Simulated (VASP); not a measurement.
# Ba (P6_3/mmc) in VASP: relaxation of shape and atoms at fixed volume with PBE

Aim: the relaxation of shape and atoms at fixed volume of Ba with PBE.

Everything below comes from runs of VASP 6.6.1. Logs are shortened: lines on timing, memory, paths and dates and some standing lists are left out, and cuts for length are marked.

## Step 1: The cell of the first run

It takes space group P6_3/mmc (No. 194, hexagonal). Conventional cell: a = 4.604 Å, b = 4.604 Å, c = 7.593 Å, α = 90.00°, β = 90.00°, γ = 120.00°.

This isn't the form of Ba at room conditions, which is bcc.

## Step 2: Relaxation of shape and atoms at fixed volume, PBE (69.70 Å³/atom)

File INCAR:

```
SYSTEM = Ba
PREC = Accurate
ENCUT = 600
EDIFF = 1E-7
ISMEAR = 0
SIGMA = 0.1
LREAL = .False.
LASPH = .True.
NELM = 100
ALGO = Fast
ISIF = 4
LWAVE = .False.
LCHARG = .False.
GGA = PE
IBRION = 2
NSW = 50
EDIFFG = -0.01
```

File KPOINTS:

```
Automatic mesh
0
Gamma
  12 12 8
  0 0 0
```

File POSCAR:

```
Ba
1.0
    4.6043334373      0.0000000000      0.0000000000
   -2.3021667187      3.9874697242      0.0000000000
    0.0000000000      0.0000000000      7.5926926420
Ba
2
Direct
    0.3333333333      0.6666666667      0.7500000000
    0.6666666667      0.3333333333      0.2500000000
```

Potentials or basis: VASP PAW PBE potentials, release 64 (Ba_sv).

Run with:

```bash
> cat potpaw_PBE.64/Ba_sv/POTCAR > POTCAR
> mpirun -np 1 vasp_std > vasp.out
```

OUTCAR:

```text
SYSTEM = Ba
   PREC = Accurate
   ENCUT = 600
   EDIFF = 1E-7
   ISMEAR = 0
   LREAL = .False.
   LASPH = .True.
   NELM = 100
   ISIF = 4
   GGA = PE
   IBRION = 2
   NSW = 50
   EDIFFG = -0.01

 ion  position               nearest neighbor table
   1  0.333  0.667  0.750-   2 4.63   2 4.63   2 4.63   2 4.63   2 4.63   2 4.63
   2  0.667  0.333  0.250-   1 4.63   1 4.63   1 4.63   1 4.63   1 4.63   1 4.63

  LATTYP: Found a hexagonal cell.
 ALAT       =     4.6043334373
 C/A-ratio  =     1.6490318839

  Lattice vectors:

 A1 = (   4.6043334373,   0.0000000000,   0.0000000000)
 A2 = (  -2.3021667187,   3.9874697242,   0.0000000000)
 A3 = (   0.0000000000,   0.0000000000,   7.5926926420)

Analysis of symmetry for initial positions (statically):
=====================================================================
 Subroutine PRICEL returns:
 Original cell was already a primitive cell.

 Routine SETGRP: Setting up the symmetry group for a
 hexagonal supercell.

 Subroutine GETGRP returns: Found 24 space group operations
 (whereof 12 operations were pure point group operations)
 out of a pool of 24 trial point group operations.

The static configuration has the point symmetry D_3d.
 The point group associated with its full space group is D_6h.

Analysis of symmetry for dynamics (positions and initial velocities):
=====================================================================
 Subroutine PRICEL returns:
 Original cell was already a primitive cell.

 Routine SETGRP: Setting up the symmetry group for a
 hexagonal supercell.

 Subroutine GETGRP returns: Found 24 space group operations
 (whereof 12 operations were pure point group operations)
 out of a pool of 24 trial point group operations.

The dynamic configuration has the point symmetry D_3d.
 The point group associated with its full space group is D_6h.

 Subroutine INISYM returns: Found 24 space group operations
 (whereof 12 operations are pure point group operations),
 and found     1 'primitive' translations

----------------------------------------------------------------------------------------

                                     Primitive cell

  volume of cell :     139.3991

  direct lattice vectors                    reciprocal lattice vectors
     4.604333437  0.000000000  0.000000000     0.217186703  0.125392802  0.000000000
    -2.302166719  3.987469724  0.000000000     0.000000000  0.250785603  0.000000000
     0.000000000  0.000000000  7.592692642     0.000000000  0.000000000  0.131705582

  length of vectors
     4.604333437  4.604333437  7.592692642     0.250785603  0.250785603  0.131705582

  position of ions in fractional coordinates (direct lattice)
     0.333333333  0.666666667  0.750000000
     0.666666667  0.333333333  0.250000000

  ion indices of the primitive-cell ions
   primitive index   ion index
                 1           1
                 2           2

----------------------------------------------------------------------------------------

 KPOINTS: Automatic mesh

Automatic generation of k-mesh.
 Grid dimensions read from file:
 generate k-points for:   12   12    8

 Generating k-lattice:

  Cartesian coordinates                     Fractional coordinates (reciprocal lattice)
     0.018098892  0.010449400  0.000000000     0.083333333  0.000000000  0.000000000
     0.000000000  0.020898800  0.000000000     0.000000000  0.083333333  0.000000000
     0.000000000  0.000000000  0.016463198     0.000000000  0.000000000  0.125000000

  Length of vectors
     0.020898800  0.020898800  0.016463198

  Shift w.r.t. Gamma in fractional coordinates (k-lattice)
     0.000000000  0.000000000  0.000000000

 Subroutine IBZKPT returns following result:
 ===========================================

 Found     95 irreducible k-points:

 Following reciprocal coordinates:
            Coordinates               Weight
  0.000000  0.000000  0.000000      1.000000
  0.083333 -0.000000  0.000000      6.000000
  0.166667  0.000000  0.000000      6.000000
  0.250000 -0.000000  0.000000      6.000000
  0.333333 -0.000000  0.000000      6.000000
  0.416667 -0.000000  0.000000      6.000000
[... 16 lines left out ...]
  0.250000 -0.000000  0.125000     12.000000
  0.333333 -0.000000  0.125000     12.000000
 [... further k-points ...]
   k-points           NKPTS =     95   k-points in BZ     NKDIM =     95   number of bands    NBANDS=     14
   number of dos      NEDOS =    301   number of ions     NIONS =      2
   total plane-waves  NPLWV = 102400
   dimension x,y,z NGX =    40 NGY =   40 NGZ =   64
   dimension x,y,z NGXF=    80 NGYF=   80 NGZF=  128
   ions per type =               2
   NGX,Y,Z   is equivalent  to a cutoff of  14.44, 14.44, 14.01 a.u.
   NGXF,Y,Z  is equivalent  to a cutoff of  28.89, 28.89, 28.03 a.u.
 SYSTEM =  Ba
   PREC   = accura    normal or accurate (medium, high low for compatibility)
   ISTART =      0    job   : 0-new  1-cont  2-samecut
   ICHARG =      2    charge: 1-file 2-atom 10-const
   ISPIN  =      1    spin polarized calculation?
   LNONCOLLINEAR =      F non collinear calculations
   LSORBIT =      F    spin-orbit coupling
   LASPH  =      T    aspherical Exc in radial PAW
   ENCUT  =  600.0 eV  44.10 Ry    6.64 a.u.   9.20  9.20 15.16*2*pi/ulx,y,z
   NELM   =    100;   NELMIN=  2; NELMDL= -5     # of ELM steps
   EDIFF  = 0.1E-06   stopping-criterion for ELM
   LREAL  =      F    real-space projection
   EDIFFG = -.1E-01   stopping-criterion for IOM
   NSW    =     50    number of steps for IOM
   IBRION =      2    ionic relax: 0-MD 1-quasi-New 2-CG
   NFREE  =      1    steps in history (QN), initial steepest desc. (CG)
   ISIF   =      4    stress and relaxation
   ISYM   =      2    0-nonsym 1-usesym 2-fastsym
   POTIM  = 0.5000    time-step for ionic-motion
   TEBEG  =    0.0;   TEEND  =   0.0 temperature during run
   PSTRESS=    0.0 pullay stress
   NELECT =      20.0000    total number of electrons
   NUPDOWN=      -1.0000    fix difference up-down
   EMIN   =  10.00;   EMAX   =-10.00  energy-range for DOS
   EFERMI =   0.00;   METHOD = LEGACY
   ISMEAR =     0;   SIGMA  =   0.10  broadening in eV -4-tet -1-fermi 0-gaus
   EFERMI_NEDOS =   21; number of points for ismear=-14 and -15
   IALGO  =     68    algorithm
   IMIX   =      4    mixing-type and parameters
     AMIX     =   0.40;   BMIX     =  1.00
     AMIX_MAG =   1.60;   BMIX_MAG =  1.00
  volume/ion in A,a.u.               =      69.70       470.36
  Fermi-wavevector in a.u.,A,eV,Ry     =   0.857034  1.619560  9.993584  0.734508
  Thomas-Fermi vector in A             =   1.974027
   LORBIT       =      0    0 simple, 1 ext, 2 COOP (PROOUT), +10 PAW based schemes
   GGA     = PE    functional components
   LHFCALC =     F    Hartree Fock is set to
   AEXX    =    0.0000 exact exchange contribution
   IVDW    =     0    specifies the selected vdW correction
   LEPSILON=     F    determine dielectric tensor
   LRPA    =     F    only Hartree local field effects (RPA)
 conjugate gradient relaxation of ions
 non-spin polarized calculation
 RMM-DIIS sequential band-by-band and
 Gauss-broadening in eV      SIGMA  =   0.10
  energy-cutoff  :      600.00
  volume of cell :      139.40
 maximum number of plane-waves:      4670
 NGX is ok and might be reduce to    40
   NGX = 19   NGY = 19   NGZ = 31

 number of electron      20.0000000 magnetization

 Free energy of the ion-electron system (eV)
  ---------------------------------------------------
  ext. energy  EPLUGINS =         0.00000000
  ---------------------------------------------------
  free energy    TOTEN  =        -3.77244731 eV

  energy without entropy =       -3.75497793  energy(sigma->0) =       -3.76371262

 E-fermi :   1.3593     XC(G=0):  -7.0935

 val. band max:        1.3577755177   @ k =   0.3333   0.3333   0.0000
 cond. band min:       1.3607508291   @ k =   0.1667   0.1667   0.0000
 fundamental gap:      0.0029753113
 Fermi energy:         1.3592526183

 k-point     1 :       0.0000    0.0000    0.0000
  band No.  band energies     occupation
      1     -27.7202      2.00000
      2     -27.6960      2.00000
      3     -13.0422      2.00000
      4     -12.7623      2.00000
      5     -12.7623      2.00000
      6     -12.7218      2.00000
      7     -12.7203      2.00000
      8     -12.7203      2.00000
      9      -1.3684      2.00000
     10       0.4185      2.00000
     11       2.1237      0.00000
     12       2.9572      0.00000
     13       3.0208      0.00000
     14       3.0261      0.00000

 k-point     2 :       0.0833   -0.0000    0.0000
  band No.  band energies     occupation
      1     -27.7186      2.00000
      2     -27.6952      2.00000
      3     -13.0350      2.00000
      4     -12.7799      2.00000
      5     -12.7677      2.00000
      6     -12.7387      2.00000
      7     -12.7244      2.00000
      8     -12.7232      2.00000
      9      -1.2701      2.00000
     10       0.5206      2.00000
     11       2.0475      0.00000
     12       2.7332      0.00000
     13       3.1181      0.00000
     14       3.1584      0.00000

 k-point     3 :       0.1667    0.0000    0.0000
  band No.  band energies     occupation
      1     -27.7144      2.00000
      2     -27.6931      2.00000
      3     -13.0144      2.00000
      4     -12.8281      2.00000
      5     -12.7877      2.00000
      6     -12.7822      2.00000
      7     -12.7321      2.00000
      8     -12.7313      2.00000
      9      -0.9887      2.00000
     10       0.7975      2.00000
     11       1.8556      0.00000
     12       2.3878      0.00000
     13       2.9331      0.00000
     14       3.4048      0.00000

 k-point     4 :       0.2500   -0.0000    0.0000
  band No.  band energies     occupation
      1     -27.7083      2.00000
      2     -27.6903      2.00000
      3     -12.9836      2.00000
      4     -12.8938      2.00000
      5     -12.8522      2.00000
      6     -12.8013      2.00000
      7     -12.7453      2.00000
      8     -12.7428      2.00000
      9      -0.5648      2.00000
     10       1.1215      1.99923
     11       1.6214      0.00021
     12       2.0848      0.00000
     13       2.6716      0.00000
     14       3.0306      0.00000

 k-point     5 :       0.3333   -0.0000    0.0000
  band No.  band energies     occupation
      1     -27.7019      2.00000
      2     -27.6880      2.00000
      3     -12.9591      2.00000
      4     -12.9474      2.00000
      5     -12.9142      2.00000
      6     -12.8198      2.00000
      7     -12.7638      2.00000
      8     -12.7548      2.00000
      9      -0.0690      2.00000
     10       1.2186      1.95326
     11       1.4094      0.47787
[... 276 lines left out ...]
 k-point    22 :       0.1667    0.0000    0.1250
  band No.  band energies     occupation
      1     -27.7136      2.00000
      2     -27.6939      2.00000
      3     -13.0057      2.00000
      4     -12.8252      2.00000
      5     -12.7949      2.00000
      6     -12.7803      2.00000
      7     -12.7373      2.00000
      8     -12.7332      2.00000
      9      -0.9322      2.00000
     10       0.7295      2.00000
     11       1.8255      0.00000
     12       2.4067      0.00000
     13       2.9304      0.00000
     14       3.0982      0.00000

 k-point    23 :       0.2500   -0.0000    0.1250
  band No.  band energies     occupation
      1     -27.7077      2.00000
      2     -27.6910      2.00000
      3     -12.9809      2.00000
      4     -12.8872      2.00000
      5     -12.8581      2.00000
      6     -12.7991      2.00000
      7     -12.7490      2.00000
      8     -12.7451      2.00000
      9      -0.5160      2.00000
     10       1.0489      1.99999
     11       1.6071      0.00046
     12       2.1054      0.00000
     13       2.6731      0.00000
     14       2.9545      0.00000

 k-point    24 :       0.3333   -0.0000    0.1250
  band No.  band energies     occupation
      1     -27.7014      2.00000
      2     -27.6885      2.00000
      3     -12.9777      2.00000
      4     -12.9299      2.00000
      5     -12.9116      2.00000
      6     -12.8174      2.00000
      7     -12.7652      2.00000
      8     -12.7573      2.00000
      9      -0.0361      2.00000
     10       1.1507      1.99681
     11       1.4364      0.27496
     12       1.9421      0.00000
     13       2.6038      0.00000
     14       2.8189      0.00000

 [... further k-points ...]
[... 5 lines left out ...]
  --------------------------------------------------------------------------------------
  -------------------------------------------------------------------------------------
  Total       -0.5534363     -0.5534363     -0.5657537      0.0000000     -0.0000000      0.0000000
  in kB       -6.3608953     -6.3608953     -6.5024652      0.0000000     -0.0000000      0.0000000
  external PRESSURE =      -6.4080853 kB  Pullay stress =       0.0000000 kB

 VOLUME and BASIS-vectors are now :
 -----------------------------------------------------------------------------
  energy-cutoff  :      600.00
  volume of cell :      139.40
      direct lattice vectors                 reciprocal lattice vectors
     4.604333437  0.000000000  0.000000000     0.217186703  0.125392802  0.000000000
    -2.302166719  3.987469724  0.000000000     0.000000000  0.250785603  0.000000000
     0.000000000  0.000000000  7.592692642     0.000000000  0.000000000  0.131705582

 POSITION                                       TOTAL-FORCE (eV/Angst)
 -----------------------------------------------------------------------------------
     -0.00000      2.65831      5.69452        -0.000000     -0.000000      0.000000
      2.30217      1.32916      1.89817         0.000000      0.000000      0.000000
 -----------------------------------------------------------------------------------
    total drift:                                0.000000     -0.000000      0.000000

  FREE ENERGIE OF THE ION-ELECTRON SYSTEM (eV)
  ---------------------------------------------------
  free  energy   TOTEN  =        -3.7724473115 eV

  energy  without entropy=       -3.7549779339  energy(sigma->0) =       -3.76371262

 reached required accuracy - stopping structural energy minimisation
```

It took 4.3 min on 1 thread of Intel Xeon 8259CL, shared host; peak memory 0.44 GiB.

Results:

- Free energy: -3.7724 eV
- Pressure after relaxing: -0.6 GPa
- Band gap on the k mesh: zero (bands 10 and 11 overlap by 0.27 eV)

Final structure:
```xyz
2
Lattice="4.6043 0.0000 0.0000 -2.3022 3.9875 0.0000 0.0000 0.0000 7.5927" Properties=species:S:1:pos:R:3 pbc="T T T"
Ba    0.0000    2.6583    5.6945
Ba    2.3022    1.3292    1.8982
```

Levels at points of the mesh, in eV from the Fermi level:
| k point | band 7 | band 8 | band 9 | band 10 | band 11 | band 12 | band 13 | band 14 |
| --- | --- | --- | --- | --- | --- | --- | --- | --- |
| (0.00, 0.00, 0.00) | -14.08 | -14.08 | -2.73 | -0.94 | 0.76 | 1.60 | 1.66 | 1.67 |
| (0.50, 0.00, 0.00) | -14.15 | -14.13 | -0.74 | -0.36 | -0.15 | 0.42 | 1.20 | 1.58 |
| (0.00, 0.00, 0.50) | -14.10 | -14.10 | -1.87 | -1.87 | 0.93 | 0.93 | 1.65 | 1.65 |
| (0.50, 0.00, 0.50) | -14.16 | -14.16 | -0.72 | -0.72 | 0.41 | 0.41 | 1.28 | 1.28 |

Caveat: spin-orbit coupling is left out, which moves the levels of the heavy elements.
